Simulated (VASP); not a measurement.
Wanted: the native input for a VASP 6.6.1 run.

- Task: single point
- Functional: r2SCANh
- Potentials or basis: VASP PAW PBE potentials, release 64 (Cd, S)
- Cutoff: 520 eV
- k mesh: 4 × 4 × 2
- Occupations: fermi-dirac, width 0.05 eV
- Spin: no spin polarisation
- Dipole correction: no
- Grid for exact exchange (PRECFOCK): Normal
- Further INCAR settings: ALGO = Normal; EDIFF = 1e-06; NBANDS = 26
- Share of exact exchange: 0.1

The system is CdS.

```
Cd S
1.0
     4.16290    0.00000    0.00000
    -2.08145    3.60517    0.00000
     0.00000    0.00000    6.74971
Cd S
2 2
Cartesian
  2.0814 1.2017 3.3686
  0.0000 2.4034 -0.0063
  2.0814 1.2017 5.9123
  0.0000 2.4034 2.5374
```

These files were run (other wordings do the same):

POSCAR

```
CdS
1.0
    4.1628958948      0.0000000000      0.0000000000
   -2.0814479474      3.6051735982      0.0000000000
    0.0000000000      0.0000000000      6.7497098494
Cd S
2 2
Direct
    0.6666666667      0.3333333333      0.4990712593
    0.3333333333      0.6666666667     -0.0009287407
    0.6666666667      0.3333333333      0.8759287407
    0.3333333333      0.6666666667      0.3759287407
```

INCAR.step1

```
SYSTEM = CdS
  PREC = Accurate
  ENCUT = 520
  EDIFF = 1E-5
  ISMEAR = -1
  SIGMA = 0.05
  LREAL = .FALSE.
  LASPH = .TRUE.
  NELM = 100
  ALGO = Normal
  ISIF = 2
  LWAVE = .TRUE.
  LCHARG = .FALSE.
  NBANDS = 26
  GGA = PE
```

INCAR.step2

```
SYSTEM = CdS
  PREC = Accurate
  ENCUT = 520
  EDIFF = 1E-6
  ISMEAR = -1
  SIGMA = 0.05
  LREAL = .FALSE.
  LASPH = .TRUE.
  NELM = 100
  ALGO = Normal
  ISIF = 2
  LWAVE = .FALSE.
  LCHARG = .FALSE.
  METAGGA = R2SCAN
  LHFCALC = .TRUE.
  AEXX = 0.1
  LMIXTAU = .TRUE.
  PRECFOCK = Normal
  NBANDS = 26
  ISTART = 1
```

KPOINTS

```
Automatic mesh
0
G
  4 4 2
  0 0 0
```

Potentials or basis: VASP PAW PBE potentials, release 64 (Cd, S).

Launch:

```console
$ cat potpaw_PBE.64/Cd/POTCAR potpaw_PBE.64/S/POTCAR > POTCAR
$ cp INCAR.step1 INCAR
$ mpirun -np 1 vasp_std > vasp.out
$ cp INCAR.step2 INCAR
$ mpirun -np 1 vasp_std > vasp.out
```

It gave:

The pressure is 0.2 GPa and the largest force is 0.008 eV/Å. The band gap on the k mesh is 2.25 eV.

Caveat: the k points lie up to 0.47 Å⁻¹ apart; the PAW data sets were made with another functional, which shifts forces and pressure a little.

It took 25 min on 1 thread of AMD EPYC 7R43 64-Core Processor (Zen 3), with other jobs on the host, peak memory 0.22 GiB.
